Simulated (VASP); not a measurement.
Write the native input for VASP 6.6.1 that does the following.

- Task: single point
- Functional: PBE
- Potentials or basis: VASP PAW PBE potentials, release 64 (Hf_pv)
- Cutoff: 520 eV
- k mesh: 16 × 16 × 16
- Occupations: gaussian, width 0.1 eV
- Spin: no spin polarisation
- Dipole correction: no
- Further INCAR settings: ALGO = Normal; EDIFF = 1e-07; NBANDS = 11

The structure of Hf lies in POSCAR:

```
Hf
1.0
    0.0000000000      2.3189232000      2.3189232000
    2.3189232000      0.0000000000      2.3189232000
    2.3189232000      2.3189232000      0.0000000000
Hf
1
Direct
    0.0000000000      0.0000000000      0.0000000000
```

This cell differs from its parent crystal: strained.

The input as run:

INCAR

```
PREC = Accurate
ENCUT = 520
EDIFF = 1E-7
ISMEAR = 0
SIGMA = 0.1
LREAL = F
LASPH = T
NELM = 100
ALGO = Normal
ISIF = 2
LWAVE = F
LCHARG = F
GGA = PE
NBANDS = 11
```

KPOINTS

```
Automatic mesh
0
Gamma
  16 16 16
```

Potentials or basis: VASP PAW PBE potentials, release 64 (Hf_pv).

Run with:

```bash
$ cat potpaw_PBE.64/Hf_pv/POTCAR > POTCAR
$ mpirun -np 1 vasp_std > vasp.out
```

Results of the run:

* Pressure: -9.0 GPa
* Band gap on the k mesh: zero (band 5 reaches 5.35 eV, above the bottom of band 6 at 3.65 eV)

Caveat: the cell differs from its parent crystal (strained); spin-orbit coupling is left out, which moves the levels of the heavy elements.

Wall time 16 s on 1 thread of Intel(R) Xeon(R) Platinum 8488C (Sapphire Rapids), on a shared host, peak memory 0.16 GiB.
